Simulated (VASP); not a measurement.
Input of a VASP 6.6.1 run:

Contents of INCAR:

```
SYSTEM = Ir
PREC = Accurate
ENCUT = 560
EDIFF = 1E-6
ISMEAR = 0
SIGMA = 0.15
LREAL = .FALSE.
LASPH = .TRUE.
NELM = 120
ALGO = Normal
ISIF = 2
LWAVE = .FALSE.
LCHARG = .FALSE.
NBANDS = 14
GGA_COMPAT = .FALSE.
```

KPOINTS

```
regular mesh
0
G
  22 22 22
  0 0 0
```

Contents of POSCAR:

```
Ir
1.0
    0.0000000000      2.0060611171      1.7189937713
    2.0060611171      0.0000000000      1.7189937713
    2.0060611171      2.0060611171      0.0000000000
Ir
1
Direct
    0.0000000000      0.0000000000      0.0000000000
```

Potentials or basis: VASP PAW LDA potentials, release 64 (Ir_sv_GW).

Run with:

```sh
$ cat potpaw_LDA.64/Ir_sv_GW/POTCAR > POTCAR
$ mpirun -np 1 vasp_std > vasp.out
```

Problem. What does it give for the band gap on the k mesh?

Solution. Zero (an odd number of electrons rules out a gap without spin polarisation).

Problem. Predict the pressure.

Solution. 4.5 GPa.

Stress tensor (GPa, compression positive):
```
-11.67   0.00   0.00
  0.00 -11.67   0.00
  0.00   0.00  36.83
```

Caveat: the stress differs along the axes, from -12 to 37 GPa; spin-orbit coupling is left out, which moves the levels of the heavy elements.
